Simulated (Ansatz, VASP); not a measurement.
**Au in VASP and in Ansatz**

The input INCAR:

```
SYSTEM = Au
  PREC = Accurate
  ENCUT = 520
  EDIFF = 1E-8
  ISMEAR = -1
  SIGMA = 0.08
  LREAL = .FALSE.
  LASPH = .TRUE.
  NELM = 60
  ALGO = Normal
  ISIF = 2
  LWAVE = .FALSE.
  LCHARG = .FALSE.
  GGA = PE
  LEFG = .TRUE.
  NBANDS = 12
```

Contents of KPOINTS:

```
regular mesh
0
G
  14 14 14
  0 0 0
```

The input POSCAR:

```
Au
1.0
    0.0000000000      2.0353485725      2.0659550000
    2.0353485725      0.0000000000      2.0659550000
    2.0353485725      2.0353485725      0.0000000000
Au
1
Direct
    0.0000000000      0.0000000000      0.0000000000
```

Input for Ansatz:

```yaml
crystal:
  lattice:
    - [0.0, 2.0353485725, 2.065955]
    - [2.0353485725, 0.0, 2.065955]
    - [2.0353485725, 2.0353485725, 0.0]
  atoms:
    - { symbol: Au, position: [0.0, 0.0, 0.0] }
kpoints:
  mp_grid: { grid: [14, 14, 14] }
scf:
  occupations: { method: fermi_dirac, width: 0.08 }
hamiltonian:
  xc: pbe
  pseudopotentials: { kind: paw }
output:
  forces: true
  stress: true
  eigenvalues: true
  efg: { contact_densities: true }
```

Change from the starting cell: z stretched by +1 % at fixed volume, PAW files.

Alike in both runs: task electric field gradients; functional PBE; k mesh 14 × 14 × 14; occupations fermi-dirac, width 0.08 eV; no spin polarisation.

```csv
,VASP,Ansatz
version,VASP 6.6.1,Ansatz 0.2.0
potentials or method,"VASP PAW PBE potentials, release 64 (Au)","PAW with Ansatz's default frozen-core files, scalar-relativistic"
plane-wave cutoff (eV),520,420
valence electrons in the cell,11,19
```

VASP gave:

| Quantity | Value |
| --- | --- |
| pressure (GPa) | 7.5 |
| traceless stress, the component that is largest in VASP (GPa) | -0.24 |
| size of Vzz on the site where it differs most (V/Å²) | 3.8 |

Task: Which values does Ansatz return?

Result: Pressure (GPa): 7.8; traceless stress, the component that is largest in VASP (GPa): -0.23; size of Vzz on the site where it differs most (V/Å²): 1.8.

The functional is the same, so the differences come from potentials, cutoffs and numerics. VASP's potentials hold 11 valence electrons a cell and Ansatz's 19, so a difference there can come from the potentials and not from the codes.

Spin-orbit coupling is off throughout.
